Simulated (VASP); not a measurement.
Here is a VASP 6.6.1 calculation.

INCAR

```
SYSTEM = SnO2
ALGO     = Normal         ! electronic algorithm
EDIFF    = 1E-7           ! SCF threshold, eV
EDIFFG   = -0.01          ! ionic threshold
ENCUT    = 600            ! plane-wave cutoff, eV
IBRION   = 2              ! ionic algorithm
ISIF     = 4              ! what is computed and relaxed
ISMEAR   = 0              ! smearing method
LASPH    = .True.         ! aspherical terms in the spheres
LCHARG   = .False.        ! write CHGCAR
LREAL    = .False.        ! projectors in reciprocal space
LWAVE    = .False.        ! write WAVECAR
NELM     = 80             ! most SCF steps
NSW      = 50             ! ionic steps
PREC     = Accurate       ! precision mode
SIGMA    = 0.02           ! smearing width, eV
```

KPOINTS

```
k-points
0
Gamma
  6 6 8
  0 0 0
```

POSCAR

```
SnO2
1.0
    4.6735786040      0.0000000000      0.0000000000
    0.0000000000      4.6765235623      0.0000000000
    0.0000000000      0.0000000000      3.1577947817
Sn O
2 4
Direct
    0.5000000000      0.5000000000      0.5000000000
    0.0000000000      0.0000000000      0.0000000000
    0.3055669669      0.3065721211      0.0000000000
    0.8055669669      0.1934278789      0.5000000000
    0.1944330331      0.8065721211      0.5000000000
    0.6944330331      0.6934278789      0.0000000000
```

Potentials or basis: VASP PAW LDA potentials, release 64 (Sn_d, O).

The run is started by

```sh
$ cat potpaw_LDA.64/Sn_d/POTCAR potpaw_LDA.64/O/POTCAR > POTCAR
$ mpirun -np 1 vasp_std > vasp.out
```

(1) Predict the band gap on the k mesh.

Answers

(1) 1.53 eV.

Caveat: spin-orbit coupling is left out, which moves the levels of the heavy elements.
